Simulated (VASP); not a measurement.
## TiC: single point with LDA

TiC:

```
Ti C
1.0
     0.00000    2.13051    2.13051
     2.13051    0.00000    2.13051
     2.13051    2.13051    0.00000
Ti C
1 1
Direct
  0.00000 0.00000 0.00000
  0.50000 0.50000 0.50000
```

| Quantity | Value |
| --- | --- |
| Program | VASP 6.6.1 |
| Task | single point |
| Functional | LDA |
| Potentials or basis | VASP PAW LDA potentials, release 64 (Ti_sv, C) |
| Cutoff | 520 eV |
| k mesh | 11 × 11 × 11 |
| Occupations | fermi-dirac, width 0.05 eV |
| Spin | no spin polarisation |

```
Pressure               : 0.7 GPa
Band gap on the k mesh : zero (band 8 reaches 10.47 eV, above the bottom of band 9 at 9.41 eV)
```

Levels at points of the mesh, in eV from the Fermi level:
| k point | band 6 | band 7 | band 8 | band 9 | band 10 | band 11 |
| --- | --- | --- | --- | --- | --- | --- |
| (0.00, 0.00, 0.00) | 0.59 | 0.59 | 0.59 | 1.69 | 1.69 | 1.69 |

It took 23 s on 1 thread of AMD EPYC 7R43 64-Core Processor (Zen 3) (shared host), peak memory 0.1 GiB.
